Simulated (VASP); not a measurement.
Runs of VASP 6.6.1 on Hf. The structure is that of space group Im-3m (No. 229), or close to it. The cells are those of the table. 

```tsv
cell	gap on the mesh (eV)	pressure (GPa)
a = 2.996 Å, angles 110.2, 110.2, 108.1°, 1 atom	none	(a)
a = 3.048 Å, angles 109.5°, 1 atom	none	-2.8
a = 3.101 Å, angles 108.8, 108.8, 110.8°, 1 atom	none	(c)
a = 3.205 Å, angles 109.5°, 1 atom	none	-14.1
a = 3.074 Å, angles 110.2, 110.2, 108.1°, 1 atom	none	-5.1
a = 3.101 Å, angles 110.8, 110.8, 106.7°, 1 atom	none	-7.2
a = 3.283 Å, angles 109.5°, 1 atom	none	(b)
a = 3.022 Å, angles 108.8, 108.8, 110.9°, 1 atom	none	-0.1
a = 2.970 Å, angles 109.5°, 1 atom	none	6.0
a = 3.257 Å, angles 108.8, 108.8, 110.8°, 1 atom	none	-16.5
a = 3.023 Å, angles 110.9, 110.9, 106.7°, 1 atom	none	0.1
```

Alike in all rows: task single point; level PBEsol; potentials or basis VASP PAW PBE potentials, release 64 (Hf_pv); no spin polarisation; k mesh 18 × 18 × 18; cutoff (eV) 520; smearing gaussian 0.15 eV.

Q: Estimate the missing entries.

A: (a) 2.9; (b) -17.6; (c) -7.3.

Caveats: the PAW data sets were made with another functional, which shifts forces and pressure a little; spin-orbit coupling is left out, which moves the levels of the heavy elements.

A k mesh can miss the band edges, and the runs leave out spin-orbit coupling on Hf.

A gap of «none» marks levels without a gap at the run's occupations.
